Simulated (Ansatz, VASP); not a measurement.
# PbO in VASP and in Ansatz

```
CELL_PARAMETERS angstrom
4.06826 0.00000 0.00000
0.00000 4.06826 0.00000
0.00000 0.00000 5.10826
ATOMIC_POSITIONS crystal
Pb 0.50000 0.00000 0.76000
Pb 0.00000 0.50000 0.24000
O 0.50000 0.50000 0.00000
O 0.00000 0.00000 0.00000
```

Alike in both runs: task single point; functional BLYP; k mesh 7 × 7 × 6; occupations fermi-dirac, width 0.05 eV; no spin polarisation.

```csv
,VASP,Ansatz
version,VASP 6.6.1,Ansatz 0.2.0
potentials or method,"VASP PAW PBE potentials, release 64 (Pb_d, O)",Ansatz PAW
plane-wave cutoff (eV),600,420
valence electrons in the cell,40,40
```

VASP gave:

```
gap on the k mesh at the Fermi level (eV)                     : 1.58
least direct gap on the mesh (eV)                             : 2.29
pressure (GPa)                                                : 1.9
traceless stress, the component that is largest in VASP (GPa) : -0.76
rms of the force components (eV/Å)                            : 0.167
```

**Question.** Which values does Ansatz return?

**Answer.** gap on the k mesh at the Fermi level (eV): 1.59; least direct gap on the mesh (eV): 2.28; pressure (GPa): 1.8; traceless stress, the component that is largest in VASP (GPa): -0.78; rms of the force components (eV/Å): 0.191.

VASP's potentials were made for PBE, not for BLYP. Atom by atom the forces differ by 0.025 eV/Å (rms over components).

Spin-orbit coupling is off throughout. Noted on Ansatz's run: odd divisions of the mesh miss points on the zone boundary, where band edges often lie, so the gap on the mesh can be too wide.
